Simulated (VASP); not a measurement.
# Ti in VASP: further runs, part 2 of 2

VASP 6.6.1. The steps go on from the part before.

## 4. Electric field gradients, PBE (equal xx and yy strain of +1 %)

INCAR

```
SYSTEM = Ti
  ALGO = Normal
  EDIFF = 1E-8
  ENCUT = 520
  GGA = PE
  ISIF = 2
  ISMEAR = -1
  LASPH = .True.
  LCHARG = .False.
  LEFG = .True.
  LREAL = .False.
  LWAVE = .False.
  NBANDS = 12
  NELM = 60
  PREC = Accurate
  SIGMA = 0.05
```

KPOINTS

```
k-points
0
Gamma
  14 14 14
  0 0 0
```

POSCAR

```
Ti
1.0
   -1.6574100000      1.6574100000      1.6410000000
    1.6574100000     -1.6574100000      1.6410000000
    1.6574100000      1.6574100000     -1.6410000000
Ti
1
Direct
    0.0000000000      0.0000000000      0.0000000000
```

Potentials or basis: VASP PAW PBE potentials, release 64 (Ti_sv).

On the command line:

```
$ cat potpaw_PBE.64/Ti_sv/POTCAR > POTCAR
$ mpirun -np 1 vasp_std > vasp.out
```

OUTCAR:

```text
SYSTEM = Ti
   EDIFF = 1E-8
   ENCUT = 520
   GGA = PE
   ISIF = 2
   ISMEAR = -1
   LASPH = .True.
   LREAL = .False.
   NELM = 60
   PREC = Accurate

 ion  position               nearest neighbor table
   1  0.000  0.000  0.000-

  LATTYP: Found a body centered tetragonal cell.
 ALAT       =     3.3148200000
 C/A-ratio  =     0.9900990099

  Lattice vectors:

 A1 = (  -1.6574100000,   1.6574100000,   1.6410000000)
 A2 = (   1.6574100000,  -1.6574100000,   1.6410000000)
 A3 = (   1.6574100000,   1.6574100000,  -1.6410000000)

Analysis of symmetry for initial positions (statically):
=====================================================================
 Subroutine PRICEL returns:
 Original cell was already a primitive cell.

 Routine SETGRP: Setting up the symmetry group for a
 body centered tetragonal supercell.

 Subroutine GETGRP returns: Found 16 space group operations
 (whereof 16 operations were pure point group operations)
[... 540 lines left out ...]

 VOLUME and BASIS-vectors are now :
 -----------------------------------------------------------------------------
  energy-cutoff  :      520.00
  volume of cell :       18.03
      direct lattice vectors                 reciprocal lattice vectors
    -1.657410000  1.657410000  1.641000000     0.000000000  0.301675506  0.304692261
     1.657410000 -1.657410000  1.641000000     0.301675506  0.000000000  0.304692261
     1.657410000  1.657410000 -1.641000000     0.301675506  0.301675506  0.000000000

 POSITION                                       TOTAL-FORCE (eV/Angst)
 -----------------------------------------------------------------------------------
      0.00000      0.00000      0.00000        -0.000000     -0.000000      0.000000
 -----------------------------------------------------------------------------------
    total drift:                               -0.000000      0.000000      0.000000

  FREE ENERGIE OF THE ION-ELECTRON SYSTEM (eV)
  ---------------------------------------------------
  free  energy   TOTEN  =        -7.7222461957 eV

  energy  without entropy=       -7.7011876633  energy(sigma->0) =       -7.71171693

 Electric field gradients (V/A^2)
---------------------------------------------------------------------
 ion       V_xx      V_yy      V_zz      V_xy      V_xz      V_yz
---------------------------------------------------------------------
   1       0.012     0.012    -0.025     0.001     0.001     0.001
---------------------------------------------------------------------

 Electric field gradients after diagonalization (V/A^2)
 (convention: |V_zz| > |V_xx| > |V_yy|)
----------------------------------------------------------------------
 ion       V_xx      V_yy      V_zz     asymmetry (V_yy - V_xx)/ V_zz
----------------------------------------------------------------------
   1       0.013     0.012    -0.025       0.064
----------------------------------------------------------------------

           NMR quadrupolar parameters

 Cq : quadrupolar parameter    Cq=e*Q*V_zz/h
 eta: asymmetry parameters     (V_yy - V_xx)/ V_zz
 Q  : nuclear electric quadrupole moment in mb (millibarn)
----------------------------------------------------------------------
 ion       Cq(MHz)       eta       Q (mb)
----------------------------------------------------------------------
   1      -0.000       0.064       1.000
----------------------------------------------------------------------
```

stdout:

```text
POSCAR found type information on POSCAR Ti
 POSCAR found :  1 types and       1 ions
 scaLAPACK will be used
 LDA part: xc-table for (Slater+PW92), standard interpolation
 POSCAR, INCAR and KPOINTS ok, starting setup
 FFT: planning ... GRIDC
 FFT: planning ... GRID_SOFT
 FFT: planning ... GRID
 WAVECAR not read
 entering main loop
ion   1
```

Wall time 27 s (1 thread of AMD EPYC 9R45 (Zen 5), shared host); peak memory 0.14 GiB.

What came out:

- Free energy: -7.7222 eV
- Pressure: -4.5 GPa
- Band gap on the k mesh: zero (bands 6 and 7 overlap by 1.57 eV)
- Largest electric field gradient by atom: zero within the noise of the run

Caveat: the cell differs from its parent crystal (equal xx and yy strain of +1 %); the cell stands under tension.

## 5. Electric field gradients, PBE (equal xy, yz and zx shear strains of -3 %)

INCAR: that of step 4 with these lines changed.

```diff
@@ -13,3 +13,3 @@
   NBANDS = 12
-  NELM = 60
+  NELM = 80
   PREC = Accurate
```

KPOINTS is that of step 4.

POSCAR

```
Ti
1.0
   -1.6902300000      1.6410000000      1.6410000000
    1.6410000000     -1.6902300000      1.6410000000
    1.6410000000      1.6410000000     -1.6902300000
Ti
1
Direct
    0.0000000000      0.0000000000      0.0000000000
```

Potentials or basis: VASP PAW PBE potentials, release 64 (Ti_sv).

On the command line:

```
$ cat potpaw_PBE.64/Ti_sv/POTCAR > POTCAR
$ mpirun -np 1 vasp_std > vasp.out
```

OUTCAR:

```text
SYSTEM = Ti
   EDIFF = 1E-8
   ENCUT = 520
   GGA = PE
   ISIF = 2
   ISMEAR = -1
   LASPH = .True.
   LREAL = .False.
   NELM = 80
   PREC = Accurate

 ion  position               nearest neighbor table
   1  0.000  0.000  0.000-

  LATTYP: Found a trigonal (rhomboedric) cell.
 ALAT       =     2.8709997306
 COS(alpha) =    -0.3463033748

  Lattice vectors:

 A1 = (  -1.6902300000,   1.6410000000,   1.6410000000)
 A2 = (   1.6410000000,  -1.6902300000,   1.6410000000)
 A3 = (   1.6410000000,   1.6410000000,  -1.6902300000)

Analysis of symmetry for initial positions (statically):
=====================================================================
 Subroutine PRICEL returns:
 Original cell was already a primitive cell.

 Routine SETGRP: Setting up the symmetry group for a
 trigonal (rhombohedral) supercell.

 Subroutine GETGRP returns: Found 12 space group operations
 (whereof 12 operations were pure point group operations)
 out of a pool of 12 trial point group operations.

The static configuration has the point symmetry D_3d.

Analysis of symmetry for dynamics (positions and initial velocities):
=====================================================================
 Subroutine PRICEL returns:
 Original cell was already a primitive cell.

 Routine SETGRP: Setting up the symmetry group for a
 trigonal (rhombohedral) supercell.

 Subroutine GETGRP returns: Found 12 space group operations
 (whereof 12 operations were pure point group operations)
 out of a pool of 12 trial point group operations.

The dynamic configuration has the point symmetry D_3d.

[... 154 lines left out ...]
      2     -24.5484      2.00000
      3     -24.5484      2.00000
      4     -24.4766      2.00000
      5       1.9986      2.00000
      6       8.5895      0.00000
      7       9.0067      0.00000
      8       9.0067      0.00000
      9      10.6378      0.00000
     10      10.6378      0.00000
     11      24.6115      0.00000
     12      25.4882      0.00000
[... 331 lines left out ...]
 k-point    24 :       0.2857    0.1429    0.0000
  band No.  band energies     occupation
      1     -48.5293      2.00000
      2     -25.0890      2.00000
      3     -24.7166      2.00000
      4     -24.5779      2.00000
      5       5.5713      2.00000
      6       7.6776      1.98019
      7       8.0627      0.08659
      8      10.2980      0.00000
      9      10.8524      0.00000
     10      11.9929      0.00000
     11      18.9188      0.00000
     12      21.0000      0.00000

 [... further k-points ...]
[... 5 lines left out ...]
  --------------------------------------------------------------------------------------
  -------------------------------------------------------------------------------------
  Total       -0.2897299     -0.2897299     -0.2897299      0.1043176      0.1043176      0.1043176
  in kB      -26.2793377    -26.2793377    -26.2793377      9.4619102      9.4619102      9.4619102
  external PRESSURE =     -26.2793377 kB  Pullay stress =       0.0000000 kB

 VOLUME and BASIS-vectors are now :
 -----------------------------------------------------------------------------
  energy-cutoff  :      520.00
  volume of cell :       17.66
      direct lattice vectors                 reciprocal lattice vectors
    -1.690230000  1.641000000  1.641000000     0.009284209  0.309473628  0.309473628
     1.641000000 -1.690230000  1.641000000     0.309473628  0.009284209  0.309473628
     1.641000000  1.641000000 -1.690230000     0.309473628  0.309473628  0.009284209

 POSITION                                       TOTAL-FORCE (eV/Angst)
 -----------------------------------------------------------------------------------
      0.00000      0.00000      0.00000         0.000000      0.000000     -0.000000
 -----------------------------------------------------------------------------------
    total drift:                                0.000000      0.000000      0.000000

  FREE ENERGIE OF THE ION-ELECTRON SYSTEM (eV)
  ---------------------------------------------------
  free  energy   TOTEN  =        -7.7249612165 eV

  energy  without entropy=       -7.7046880309  energy(sigma->0) =       -7.71482462

 Electric field gradients (V/A^2)
---------------------------------------------------------------------
 ion       V_xx      V_yy      V_zz      V_xy      V_xz      V_yz
---------------------------------------------------------------------
   1      -0.000    -0.000     0.000     7.561     7.561     7.561
---------------------------------------------------------------------

 Electric field gradients after diagonalization (V/A^2)
 (convention: |V_zz| > |V_xx| > |V_yy|)
----------------------------------------------------------------------
 ion       V_xx      V_yy      V_zz     asymmetry (V_yy - V_xx)/ V_zz
----------------------------------------------------------------------
   1      -7.561    -7.561    15.123       0.000
----------------------------------------------------------------------

           NMR quadrupolar parameters

 Cq : quadrupolar parameter    Cq=e*Q*V_zz/h
 eta: asymmetry parameters     (V_yy - V_xx)/ V_zz
 Q  : nuclear electric quadrupole moment in mb (millibarn)
----------------------------------------------------------------------
 ion       Cq(MHz)       eta       Q (mb)
----------------------------------------------------------------------
   1       0.037       0.000       1.000
----------------------------------------------------------------------
```

stdout:

```text
POSCAR found type information on POSCAR Ti
 POSCAR found :  1 types and       1 ions
 scaLAPACK will be used
 LDA part: xc-table for (Slater+PW92), standard interpolation
 POSCAR, INCAR and KPOINTS ok, starting setup
 FFT: planning ... GRIDC
 FFT: planning ... GRID_SOFT
 FFT: planning ... GRID
 WAVECAR not read
 entering main loop
ion   1
```

Wall time 32 s (1 thread of AMD EPYC 9R45 (Zen 5), shared host); peak memory 0.15 GiB.

Results:

```yaml
Free_energy: -7.7250 eV
Pressure: -2.6 GPa
Band_gap_on_the_k_mesh: zero (bands 6 and 7 overlap by 1.61 eV)
Largest_electric_field_gradient_by_atom: Ti +15.1 V/Å²
```

Levels at points of the mesh, in eV from the Fermi level:
```csv
k point,band 2,band 3,band 4,band 5,band 6,band 7,band 8,band 9,band 10,band 11
"(0.00, 0.00, 0.00)",-32.46,-32.46,-32.38,-5.91,0.68,1.10,1.10,2.73,2.73,16.70
"(0.50, 0.00, 0.00)",-33.10,-32.66,-32.45,-2.38,-0.33,1.32,2.61,2.91,4.24,8.84
"(0.50, 0.50, 0.00)",-33.05,-32.62,-32.41,-2.43,-0.44,0.88,2.79,3.13,4.11,8.35
"(0.50, 0.50, 0.50)",-32.94,-32.84,-32.84,-2.04,-2.04,3.71,3.71,4.09,8.21,8.21
```

Electric field gradients, principal values (V/Å²):
```
atom   least  middle  greatest (by size)
1 Ti  -7.561  -7.561              15.123
```

Caveat: the cell differs from its parent crystal (equal xy, yz and zx shear strains of -3 %); without QUAD_EFG the Cq values of the log hold for a quadrupole moment of 1 mb, not for the nuclei.

## 6. Summary

```csv
cell,gap on the mesh (eV),pressure (GPa)
"a = 2.805 Å, angles 110.0, 110.0, 108.4°, 1 atom",none,1.6
"a = 2.861 Å, angles 109.2, 109.2, 110.0°, 1 atom",none,-4.5
"a = 2.871 Å, angles 110.3°, 1 atom",none,-2.6
```

Alike in all rows: task electric field gradients; level PBE; potentials or basis VASP PAW PBE potentials, release 64 (Ti_sv); no spin polarisation; k mesh 14 × 14 × 14; cutoff (eV) 520; smearing fermi-dirac 0.05 eV.

Caveats: the cell stands under tension (at least some runs).

Absolute energies hang on the potentials; compare differences alone.
